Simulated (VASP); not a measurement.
# AlP5 (P6/mmm) in VASP: further runs

The runs below take AlP5 through single point, relaxation of cell and atoms, with PBE.

All numbers are computed with VASP 6.6.1; they aren't measurements. Logs are shortened: lines on timing, memory, paths and dates and some standing lists are left out, and cuts for length are marked.

## Step 1: The cell of the first run

It takes space group P6/mmm (No. 191, hexagonal). The conventional cell has a = 6.018 Å, b = 6.018 Å, c = 3.928 Å, α = 90.00°, β = 90.00°, γ = 120.00°. Within 4.0 Å of Al (site symmetry 6/mmm) lie 12 P at 3.01 to 3.47 Å and 2 Al at 3.93 Å. P (site symmetry mmm) has 2 P at 1.74 Å within 2.3 Å. P (site symmetry -6m2) has 3 P at 1.74 Å within 2.3 Å.

## Step 2: Single point, PBE

The input, INCAR:

```
SYSTEM = AlP5
PREC = Accurate
ENCUT = 520
EDIFF = 1E-6
ISMEAR = 0
SIGMA = 0.1
LREAL = .False.
LASPH = .True.
NELM = 100
ALGO = Normal
ISIF = 2
LWAVE = .False.
LCHARG = .False.
GGA = PE
NBANDS = 23
```

The input, KPOINTS:

```
regular mesh
0
Gamma
  3 3 4
  0 0 0
```

The input, POSCAR:

```
AlP5
1.0
    6.0182378800      0.0000000000      0.0000000000
   -3.0091189400      5.2119468900      0.0000000000
    0.0000000000      0.0000000000      3.9280525400
Al P
1 5
Direct
    0.0000000000      0.0000000000      0.5000000000
    0.5000000000      0.0000000000      0.5000000000
    0.0000000000      0.5000000000      0.5000000000
    0.5000000000      0.5000000000      0.5000000000
    0.3333333300      0.6666666700      0.5000000000
    0.6666666700      0.3333333300      0.5000000000
```

Potentials or basis: VASP PAW PBE potentials, release 64 (Al, P).

Launch:

```sh
cat potpaw_PBE.64/Al/POTCAR potpaw_PBE.64/P/POTCAR > POTCAR
mpirun -np 1 vasp_std > vasp.out
```

OUTCAR:

```text
SYSTEM = AlP5
   PREC = Accurate
   ENCUT = 520
   EDIFF = 1E-6
   ISMEAR = 0
   LREAL = .False.
   LASPH = .True.
   NELM = 100
   ISIF = 2
   GGA = PE

 ion  position               nearest neighbor table
   1  0.000  0.000  0.500-   3 3.01   4 3.01   3 3.01   4 3.01   2 3.01   2 3.01
   2  0.500  0.000  0.500-   5 1.74   6 1.74   1 3.01   1 3.01
   3  0.000  0.500  0.500-   5 1.74   6 1.74   1 3.01   1 3.01
   4  0.500  0.500  0.500-   5 1.74   6 1.74   1 3.01   1 3.01
   5  0.333  0.667  0.500-   2 1.74   3 1.74   4 1.74
   6  0.667  0.333  0.500-   2 1.74   3 1.74   4 1.74

  LATTYP: Found a hexagonal cell.
 ALAT       =     6.0182378800
 C/A-ratio  =     0.6526914719

  Lattice vectors:

 A1 = (   6.0182378800,   0.0000000000,   0.0000000000)
 A2 = (  -3.0091189400,   5.2119468900,   0.0000000000)
 A3 = (   0.0000000000,   0.0000000000,   3.9280525400)

Analysis of symmetry for initial positions (statically):
=====================================================================
 Subroutine PRICEL returns:
 Original cell was already a primitive cell.

 Routine SETGRP: Setting up the symmetry group for a
 hexagonal supercell.

 Subroutine GETGRP returns: Found 24 space group operations
 (whereof 24 operations were pure point group operations)
 out of a pool of 24 trial point group operations.

The static configuration has the point symmetry D_6h.

Analysis of symmetry for dynamics (positions and initial velocities):
=====================================================================
 Subroutine PRICEL returns:
 Original cell was already a primitive cell.

 Routine SETGRP: Setting up the symmetry group for a
 hexagonal supercell.

 Subroutine GETGRP returns: Found 24 space group operations
 (whereof 24 operations were pure point group operations)
 out of a pool of 24 trial point group operations.

The dynamic configuration has the point symmetry D_6h.

 Subroutine INISYM returns: Found 24 space group operations
 (whereof 24 operations are pure point group operations),
 and found     1 'primitive' translations

----------------------------------------------------------------------------------------

                                     Primitive cell

  volume of cell :     123.2102

  direct lattice vectors                    reciprocal lattice vectors
     6.018237880  0.000000000  0.000000000     0.166161594  0.095933441  0.000000000
    -3.009118940  5.211946890  0.000000000     0.000000000  0.191866882  0.000000000
     0.000000000  0.000000000  3.928052540     0.000000000  0.000000000  0.254579080

  length of vectors
     6.018237880  6.018237880  3.928052540     0.191866882  0.191866882  0.254579080

  position of ions in fractional coordinates (direct lattice)
     0.000000000  0.000000000  0.500000000
     0.500000000  0.000000000  0.500000000
     1.000000000  0.500000000  0.500000000
     0.500000000  0.500000000  0.500000000
     0.333333330  0.666666670  0.500000000
     0.666666670  0.333333330  0.500000000

  ion indices of the primitive-cell ions
   primitive index   ion index
                 1           1
                 2           2
                 3           3
                 4           4
                 5           5
                 6           6

----------------------------------------------------------------------------------------

 KPOINTS: regular mesh

Automatic generation of k-mesh.
 Grid dimensions read from file:
 generate k-points for:    3    3    4

 Generating k-lattice:

  Cartesian coordinates                     Fractional coordinates (reciprocal lattice)
     0.055387198  0.031977814  0.000000000     0.333333333  0.000000000  0.000000000
     0.000000000  0.063955627  0.000000000     0.000000000  0.333333333  0.000000000
     0.000000000  0.000000000  0.063644770     0.000000000  0.000000000  0.250000000

  Length of vectors
     0.063955627  0.063955627  0.063644770

  Shift w.r.t. Gamma in fractional coordinates (k-lattice)
     0.000000000  0.000000000  0.000000000

 Subroutine IBZKPT returns following result:
 ===========================================

 Found      9 irreducible k-points:

 Following reciprocal coordinates:
            Coordinates               Weight
  0.000000  0.000000  0.000000      1.000000
  0.333333  0.000000  0.000000      6.000000
  0.333333  0.333333  0.000000      2.000000
  0.000000  0.000000  0.250000      2.000000
  0.333333  0.000000  0.250000     12.000000
  0.333333  0.333333  0.250000      4.000000
  0.000000  0.000000  0.500000      1.000000
  0.333333  0.000000  0.500000      6.000000
  0.333333  0.333333  0.500000      2.000000
   k-points           NKPTS =      9   k-points in BZ     NKDIM =      9   number of bands    NBANDS=     23
   number of dos      NEDOS =    301   number of ions     NIONS =      6
   total plane-waves  NPLWV =  69120
   dimension x,y,z NGX =    48 NGY =   48 NGZ =   30
   dimension x,y,z NGXF=    96 NGYF=   96 NGZF=   60
   ions per type =               1   5
   NGX,Y,Z   is equivalent  to a cutoff of  13.26, 13.26, 12.70 a.u.
   NGXF,Y,Z  is equivalent  to a cutoff of  26.52, 26.52, 25.39 a.u.
 SYSTEM =  AlP5
   PREC   = accura    normal or accurate (medium, high low for compatibility)
   ISTART =      0    job   : 0-new  1-cont  2-samecut
   ICHARG =      2    charge: 1-file 2-atom 10-const
   ISPIN  =      1    spin polarized calculation?
   LNONCOLLINEAR =      F non collinear calculations
   LSORBIT =      F    spin-orbit coupling
   LASPH  =      T    aspherical Exc in radial PAW
   ENCUT  =  520.0 eV  38.22 Ry    6.18 a.u.  11.19 11.19  7.30*2*pi/ulx,y,z
   NELM   =    100;   NELMIN=  2; NELMDL= -5     # of ELM steps
   EDIFF  = 0.1E-05   stopping-criterion for ELM
   LREAL  =      F    real-space projection
   EDIFFG = 0.1E-04   stopping-criterion for IOM
   NSW    =      0    number of steps for IOM
   IBRION =     -1    ionic relax: 0-MD 1-quasi-New 2-CG
   NFREE  =      0    steps in history (QN), initial steepest desc. (CG)
   ISIF   =      2    stress and relaxation
   ISYM   =      2    0-nonsym 1-usesym 2-fastsym
   POTIM  = 0.5000    time-step for ionic-motion
   TEBEG  =    0.0;   TEEND  =   0.0 temperature during run
   PSTRESS=    0.0 pullay stress
   NELECT =      28.0000    total number of electrons
   NUPDOWN=      -1.0000    fix difference up-down
   EMIN   =  10.00;   EMAX   =-10.00  energy-range for DOS
   EFERMI =   0.00;   METHOD = LEGACY
   ISMEAR =     0;   SIGMA  =   0.10  broadening in eV -4-tet -1-fermi 0-gaus
   EFERMI_NEDOS =   21; number of points for ismear=-14 and -15
   IALGO  =     38    algorithm
   IMIX   =      4    mixing-type and parameters
     AMIX     =   0.40;   BMIX     =  1.00
     AMIX_MAG =   1.60;   BMIX_MAG =  1.00
  volume/ion in A,a.u.               =      20.54       138.58
  Fermi-wavevector in a.u.,A,eV,Ry     =   0.999030  1.887893 13.579450  0.998061
  Thomas-Fermi vector in A             =   2.131293
   LORBIT       =      0    0 simple, 1 ext, 2 COOP (PROOUT), +10 PAW based schemes
   GGA     = PE    functional components
   LHFCALC =     F    Hartree Fock is set to
   AEXX    =    0.0000 exact exchange contribution
   IVDW    =     0    specifies the selected vdW correction
   LEPSILON=     F    determine dielectric tensor
   LRPA    =     F    only Hartree local field effects (RPA)
 non-spin polarized calculation
 Gauss-broadening in eV      SIGMA  =   0.10
  energy-cutoff  :      520.00
  volume of cell :      123.21
 maximum number of plane-waves:      3351
 NGX is ok and might be reduce to    48
   NGX = 23   NGY = 23   NGZ = 15

 number of electron      28.0000006 magnetization

 Free energy of the ion-electron system (eV)
  ---------------------------------------------------
  ext. energy  EPLUGINS =         0.00000000
  ---------------------------------------------------
  free energy    TOTEN  =       -13.46058086 eV

  energy without entropy =      -13.44338246  energy(sigma->0) =      -13.45198166

 E-fermi :   5.7136     XC(G=0):  -8.9912

 val. band max:        5.6849071927   @ k =   0.3333   0.3333   0.5000
 cond. band min:       5.7779067140   @ k =   0.0000   0.0000   0.5000
 fundamental gap:      0.0929995213
 Fermi energy:         5.7136396891

 k-point     1 :       0.0000    0.0000    0.0000
  band No.  band energies     occupation
      1     -12.4318      2.00000
      2      -9.6844      2.00000
      3      -7.6466      2.00000
      4      -7.6466      2.00000
      5      -3.4091      2.00000
      6      -3.4091      2.00000
[... 15 lines left out ...]
     22      10.4255      0.00000
     23      10.4260      0.00000

 k-point     2 :       0.3333    0.0000    0.0000
  band No.  band energies     occupation
      1     -12.0796      2.00000
      2     -10.7192      2.00000
      3      -7.7258      2.00000
      4      -6.3757      2.00000
      5      -3.9339      2.00000
      6      -2.9941      2.00000
[... 15 lines left out ...]
     22      10.2481      0.00000
     23      10.7274      0.00000

 k-point     3 :       0.3333    0.3333    0.0000
  band No.  band energies     occupation
      1     -11.5051      2.00000
      2     -11.5051      2.00000
      3      -7.8364      2.00000
      4      -5.0310      2.00000
      5      -5.0310      2.00000
      6      -2.6138      2.00000
[... 15 lines left out ...]
     22      10.4492      0.00000
     23      11.0571      0.00000

 k-point     4 :       0.0000    0.0000    0.2500
  band No.  band energies     occupation
      1     -12.3561      2.00000
      2      -9.6233      2.00000
      3      -7.5736      2.00000
      4      -7.5736      2.00000
      5      -3.3508      2.00000
      6      -3.3508      2.00000
[... 15 lines left out ...]
     22      10.8427      0.00000
     23      10.8429      0.00000

 k-point     5 :       0.3333    0.0000    0.2500
  band No.  band energies     occupation
      1     -12.0053      2.00000
      2     -10.6504      2.00000
      3      -7.6511      2.00000
      4      -6.3083      2.00000
      5      -3.8736      2.00000
      6      -2.9486      2.00000
[... 15 lines left out ...]
     22       9.9591      0.00000
     23      10.8400      0.00000

 k-point     6 :       0.3333    0.3333    0.2500
  band No.  band energies     occupation
      1     -11.4331      2.00000
      2     -11.4331      2.00000
      3      -7.7577      2.00000
      4      -4.9722      2.00000
      5      -4.9722      2.00000
      6      -2.5795      2.00000
[... 15 lines left out ...]
     22      11.2877      0.00000
     23      11.3803      0.00000

 k-point     7 :       0.0000    0.0000    0.5000
  band No.  band energies     occupation
      1     -12.2772      2.00000
      2      -9.5601      2.00000
      3      -7.4976      2.00000
      4      -7.4976      2.00000
      5      -3.2910      2.00000
      6      -3.2910      2.00000
[... 15 lines left out ...]
     22      11.2933      0.00000
     23      11.2937      0.00000

 k-point     8 :       0.3333    0.0000    0.5000
  band No.  band energies     occupation
      1     -11.9281      2.00000
      2     -10.5791      2.00000
      3      -7.5734      2.00000
      4      -6.2383      2.00000
      5      -3.8111      2.00000
      6      -2.9020      2.00000
[... 15 lines left out ...]
     22      10.4596      0.00000
     23      10.9561      0.00000

 k-point     9 :       0.3333    0.3333    0.5000
  band No.  band energies     occupation
      1     -11.3583      2.00000
      2     -11.3583      2.00000
      3      -7.6756      2.00000
      4      -4.9114      2.00000
      5      -4.9114      2.00000
      6      -2.5446      2.00000
[... 15 lines left out ...]
     22      11.5612      0.00000
     23      11.5700      0.00000

------------------------ aborting loop because EDIFF is reached ----------------------------------------

  FORCE on cell =-STRESS in cart. coord.  units (eV):
  Direction    XX          YY          ZZ          XY          YZ          ZX
  --------------------------------------------------------------------------------------
  -------------------------------------------------------------------------------------
  Total       65.9695495     65.9695494     -1.1424659      0.0000000      0.0000000      0.0000000
  in kB      857.8423463    857.8423463    -14.8561824      0.0000000      0.0000000      0.0000000
  external PRESSURE =     566.9428367 kB  Pullay stress =       0.0000000 kB

 VOLUME and BASIS-vectors are now :
 -----------------------------------------------------------------------------
  energy-cutoff  :      520.00
  volume of cell :      123.21
      direct lattice vectors                 reciprocal lattice vectors
     6.018237880  0.000000000  0.000000000     0.166161594  0.095933441  0.000000000
    -3.009118940  5.211946890  0.000000000     0.000000000  0.191866882  0.000000000
     0.000000000  0.000000000  3.928052540     0.000000000  0.000000000  0.254579080

 POSITION                                       TOTAL-FORCE (eV/Angst)
 -----------------------------------------------------------------------------------
      0.00000      0.00000      1.96403        -0.000000      0.000000      0.000000
      3.00912      0.00000      1.96403        -0.000000      0.000000      0.000000
     -1.50456      2.60597      1.96403        -0.000000      0.000000      0.000000
      1.50456      2.60597      1.96403        -0.000000      0.000000      0.000000
     -0.00000      3.47463      1.96403         0.000000     -0.000000      0.000000
      3.00912      1.73732      1.96403        -0.000000      0.000000      0.000000
 -----------------------------------------------------------------------------------
    total drift:                               -0.000000     -0.000000     -0.000000

  FREE ENERGIE OF THE ION-ELECTRON SYSTEM (eV)
  ---------------------------------------------------
  free  energy   TOTEN  =       -13.4605808556 eV

  energy  without entropy=      -13.4433824575  energy(sigma->0) =      -13.45198166
```

Run time: 22 s. Hardware: 1 thread of Intel Xeon Platinum 8488C (Sapphire Rapids), shared host; peak memory 0.24 GiB.

What came out:

- Free energy: -13.4606 eV
- Pressure: 56.7 GPa
- Band gap on the k mesh: zero (band 14 reaches 6.16 eV, above the bottom of band 15 at 5.55 eV)

Stress tensor (GPa, compression positive):
```
85.78  0.00  0.00
 0.00 85.78  0.00
 0.00  0.00 -1.49
```

Caveat: the k points lie up to 0.40 Å⁻¹ apart.

## Step 3: Single point, PBE

This run uses another cell than the first one, of 21.42 Å³/atom, 1.043 times its volume.

The input, INCAR:

```
SYSTEM = AlP5
PREC     = Accurate       ! precision mode
ENCUT    = 520            ! plane-wave cutoff, eV
EDIFF    = 1E-7           ! SCF threshold, eV
ISMEAR   = 0              ! smearing method
SIGMA    = 0.1            ! smearing width, eV
LREAL    = .False.        ! projectors in reciprocal space
LASPH    = .True.         ! aspherical terms in the spheres
NELM     = 100            ! most SCF steps
ALGO     = Normal         ! electronic algorithm
ISIF     = 2              ! what is computed and relaxed
LWAVE    = .False.        ! write WAVECAR
LCHARG   = .False.        ! write CHGCAR
GGA      = PE             ! functional
NBANDS   = 23             ! bands
```

The input, KPOINTS:

```
Automatic mesh
0
Gamma
  3 3 4
  0 0 0
```

The input, POSCAR:

```
AlP5
1.0
    7.6562855466      0.0000000000      0.0000000000
   -3.8281427733      6.6305377820      0.0000000000
    0.0000000000      0.0000000000      2.5318474462
Al P
1 5
Direct
    0.0000000000      0.0000000000      0.5000000000
    0.5000000000      0.0000000000      0.5000000000
    0.0000000000      0.5000000000      0.5000000000
    0.5000000000      0.5000000000      0.5000000000
    0.3333333333      0.6666666667      0.5000000000
    0.6666666667      0.3333333333      0.5000000000
```

Potentials or basis: VASP PAW PBE potentials, release 64 (Al, P).

Launch:

```sh
cat potpaw_PBE.64/Al/POTCAR potpaw_PBE.64/P/POTCAR > POTCAR
mpirun -np 1 vasp_std > vasp.out
```

Wall time 27 s (1 thread of Intel Xeon Platinum 8488C (Sapphire Rapids), shared host); peak memory 0.24 GiB.

Results (log left out):

```yaml
Free_energy: -27.2525 eV
Pressure: -0.2 GPa
Band_gap_on_the_k_mesh: zero (band 14 reaches 6.09 eV, above the bottom of band 15 at 4.67 eV)
```

Stress tensor (GPa, compression positive):
```
-0.21  0.00  0.00
 0.00 -0.21  0.00
 0.00  0.00 -0.09
```

Levels at points of the mesh, in eV from the Fermi level:
| k point | band 10 | band 11 | band 12 | band 13 | band 14 | band 15 | band 16 | band 17 | band 18 | band 19 |
| --- | --- | --- | --- | --- | --- | --- | --- | --- | --- | --- |
| (0.00, 0.00, 0.00) | -3.14 | -1.26 | -0.53 | -0.53 | 1.27 | 1.27 | 2.69 | 4.07 | 4.07 | 4.74 |
| (0.00, 0.00, 0.50) | -4.11 | -1.98 | -1.44 | -0.84 | 0.16 | 0.16 | 0.26 | 1.69 | 2.76 | 2.76 |

Caveat: the k points lie up to 0.62 Å⁻¹ apart.

(Continued in part 2 of 2.)
